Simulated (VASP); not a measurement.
The system is ZnSn2N2.

```
CELL_PARAMETERS angstrom
4.28944 0.00000 0.00000
-2.14472 3.71476 0.00000
0.00000 0.00000 6.27518
ATOMIC_POSITIONS crystal
Zn 0.00000 0.00000 0.00000
Sn 0.33333 0.66667 0.50000
Sn 0.66667 0.33333 0.50000
N 0.33333 0.66667 0.00000
N 0.66667 0.33333 0.00000
```

The cell was generated, and may not be a known phase.

```yaml
Program: VASP 6.6.1
Task: relaxation of cell and atoms
Functional: PBE
Potentials_or_basis: VASP PAW PBE potentials, release 64 (Zn, Sn_d, N)
Cutoff: 600 eV
k_mesh: 6 × 6 × 4
Occupations: gaussian, width 0.1 eV
Spin: no spin polarisation
```

At the start: pressure 2.3 GPa; volume 20.00 Å³/atom.

**Question.** Where does the relaxation end?

**Answer.** Over 13 steps the energy falls by 587.5 meV/atom and the volume is 17.30 Å³/atom (-13.5 %); space group P6/mmm (No. 191, to 0.1 Å) before and after.

Step by step:
```
step  energy change (eV)  largest force (eV/Å)  pressure (GPa)  volume (Å³)
   1              0.0000                0.0000            2.33        99.99
   2             -1.4545                0.0000           -6.62       103.35
   3             -2.0136                0.0000           -9.38       104.61
   4             -2.1655                0.0000           -9.96       104.84
   5             -2.8280                0.0000            1.30        88.18
   6             -2.8780                0.0000           -2.37        91.06
   7             -2.8782                0.0000           -2.09        90.79
   8             -2.9272                0.0000           -1.47        88.82
   9             -2.9337                0.0000           -1.04        88.06
  10             -2.9352                0.0000            0.03        86.53
  11             -2.9363                0.0000           -0.50        87.19
  12             -2.9363                0.0000           -0.44        87.12
  13             -2.9373                0.0000            0.22        86.52
```

Final structure:
```yaml
crystal:
  lattice:
    - [4.68943, 0.00000, 0.00000]
    - [-2.34471, 4.06116, 0.00000]
    - [0.00000, 0.00000, 4.54296]
  atoms:
    - { symbol: Zn, position: [0.00000, 0.00000, 0.00000] }
    - { symbol: Sn, position: [0.33333, 0.66667, 0.50000] }
    - { symbol: Sn, position: [0.66667, 0.33333, 0.50000] }
    - { symbol: N, position: [0.33333, 0.66667, 0.00000] }
    - { symbol: N, position: [0.66667, 0.33333, 0.00000] }
```

Caveat: a cell axis changed by over 15 % at a fixed basis, so the end point is rough.
